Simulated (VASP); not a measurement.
# W: single point with PBEsol

W:

```
W
1.0
     0.00000    2.02898    2.02898
     2.02898    0.00000    2.02898
     2.02898    2.02898    0.00000
W
1
Cartesian
  0.0000 0.0000 0.0000
```

This cell differs from its parent crystal: strain +0.015 along x and y, +0.015 along z.

* Program: VASP 6.6.1
* Task: single point
* Functional: PBEsol
* Potentials or basis: VASP PAW PBE potentials, release 64 (W_sv)
* Cutoff: 520 eV
* k mesh: 26 × 26 × 26
* Occupations: gaussian, width 0.15 eV
* Spin: no spin polarisation
* Dipole correction: no
* Further INCAR settings: ALGO = Fast; EDIFF = 1e-06; NBANDS = 13

| Item | Value |
| --- | --- |
| Pressure | -11.9 GPa |
| Band gap on the k mesh | zero (band 7 reaches 13.04 eV, above the bottom of band 8 at 9.54 eV) |

Levels at points of the mesh, in eV from the Fermi level:
```csv
k point,band 4,band 5,band 6,band 7,band 8,band 9,band 10,band 11
"(0.00, 0.00, 0.00)",-37.32,-8.91,-0.54,-0.54,-0.54,2.50,2.50,12.80
"(0.50, 0.00, 0.00)",-37.46,-5.52,-0.76,-0.76,0.60,4.92,4.92,10.01
"(0.50, 0.50, 0.00)",-37.71,-5.38,-4.41,2.97,4.88,5.64,5.64,11.58
```

Wall time 36 s on 1 thread of Intel(R) Xeon(R) 6975P-C (Granite Rapids), with other jobs on the host, peak memory 0.22 GiB.

Caveat: the cell differs from its parent crystal (strain +0.015 along x and y, +0.015 along z); the PAW data sets were made with another functional, which shifts forces and pressure a little; spin-orbit coupling is left out, which moves the levels of the heavy elements.
